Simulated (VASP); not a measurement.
**RbAu2: relaxation of cell and atoms with PBE**

The system is RbAu2.

```
Rb Au
1.0
     4.71616    0.00000    0.00000
    -2.35808    4.08431    0.00000
     0.00000    0.00000    5.05642
Rb Au
1 2
Direct
  0.00000 0.00000 0.50000
  0.33333 0.66667 0.00000
  0.66667 0.33333 0.00000
```

The cell was generated, and may not be a known phase.

```json
{
  "Program": "VASP 6.6.1",
  "Task": "relaxation of cell and atoms",
  "Functional": "PBE",
  "Potentials or basis": "VASP PAW PBE potentials, release 64 (Rb_sv, Au)",
  "Cutoff": "600 eV",
  "k mesh": "6 × 6 × 4",
  "Occupations": "gaussian, width 0.1 eV",
  "Spin": "no spin polarisation",
  "Dipole correction": "no",
  "Further INCAR settings": "ALGO = Fast; EDIFF = 1e-07; IBRION = 2; EDIFFG = -0.04; NSW = 90; ISIF = 3"
}
```

```json
{
 "Relaxed volume": "32.13 Å³/atom",
 "Relaxed cell": "a = 4.707 Å, b = 4.707 Å, c = 5.024 Å, α = 90.00°, β = 90.00°, γ = 120.00°",
 "Space group after relaxing (to 0.1 Å)": "P6/mmm (No. 191)",
 "Energy gained by relaxing": "0.3 meV/atom",
 "Ionic steps": "3",
 "Pressure after relaxing": "0.1 GPa",
 "Band gap on the k mesh": "zero (an odd number of electrons rules out a gap without spin polarisation)"
}
```

Stress tensor (GPa, compression positive):
```
 0.19  0.00  0.00
 0.00  0.19  0.00
 0.00  0.00 -0.11
```

Step by step:
| step | energy change (eV) | largest force (eV/Å) | pressure (GPa) | volume (Å³) |
| --- | --- | --- | --- | --- |
| 1 | 0.0000 | 0.0000 | -0.18 | 97.40 |
| 2 | -0.0006 | 0.0000 | -0.04 | 96.87 |
| 3 | -0.0008 | 0.0000 | 0.09 | 96.39 |

Final structure:
```xyz
3
Lattice="4.7068 0.0000 0.0000 -2.3534 4.0762 0.0000 0.0000 0.0000 5.0240" Properties=species:S:1:pos:R:3 pbc="T T T"
Rb    0.0000    0.0000    2.5120
Au    0.0000    2.7175    0.0000
Au    2.3534    1.3587    0.0000
```

Levels at points of the mesh, in eV from the Fermi level:
```tsv
k point	band 13	band 14	band 15	band 16	band 17	band 18
(0.00, 0.00, 0.00)	-2.64	-2.53	-2.53	2.68	3.96	4.02
(0.50, 0.00, 0.00)	-2.27	-2.02	-1.96	-0.95	2.97	3.27
(0.00, 0.00, 0.50)	-2.52	-2.47	-2.47	-0.53	5.66	5.71
(0.50, 0.00, 0.50)	-2.28	-1.96	-1.24	-1.01	2.35	2.39
```

Run time: 3.7 min on 1 thread of Intel Xeon 8259CL (shared host), peak memory 0.27 GiB.

Caveat: spin-orbit coupling is left out, which moves the levels of the heavy elements.
